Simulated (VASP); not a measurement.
# I: single point with PBE

The system is I.

```xyz
2
Lattice="0.0000 3.9533 3.9533 3.9533 0.0000 3.9533 3.9533 3.9533 0.0000" Properties=species:S:1:pos:R:3 pbc="T T T"
I     0.0000    0.0000    0.0000
I     1.9766    1.9766    1.9766
```

- Program: VASP 6.6.1
- Task: single point
- Functional: PBE
- Potentials or basis: VASP PAW PBE potentials, release 64 (I)
- Cutoff: 520 eV
- k mesh: 12 × 12 × 12
- Occupations: fermi-dirac, width 0.0612256 eV
- Spin: no spin polarisation
- Dipole correction: no
- Further INCAR settings: ALGO = Normal; EDIFF = 1e-06; NBANDS = 14

* Pressure: -0.2 GPa
* Band gap on the k mesh: zero (band 7 reaches 0.45 eV, above the bottom of band 8 at -0.67 eV)

Levels at points of the mesh, in eV from the Fermi level:
| k point | band 3 | band 4 | band 5 | band 6 | band 7 | band 8 | band 9 | band 10 | band 11 | band 12 |
| --- | --- | --- | --- | --- | --- | --- | --- | --- | --- | --- |
| (0.00, 0.00, 0.00) | -2.45 | -2.45 | -2.45 | -0.79 | -0.79 | -0.79 | 4.48 | 7.00 | 7.00 | 8.28 |
| (0.50, 0.00, 0.00) | -2.77 | -2.77 | -2.77 | -0.29 | -0.29 | -0.13 | 6.28 | 6.42 | 7.01 | 7.01 |
| (0.50, 0.50, 0.00) | -3.11 | -3.11 | -1.61 | -1.61 | 0.33 | 0.33 | 5.79 | 5.79 | 8.22 | 8.22 |

Run time: 2.1 min on 1 thread of Oxide Virtual Turin-like Processor, on a shared host, peak memory 0.26 GiB.

Caveat: spin-orbit coupling is left out, which moves the levels of the heavy elements.
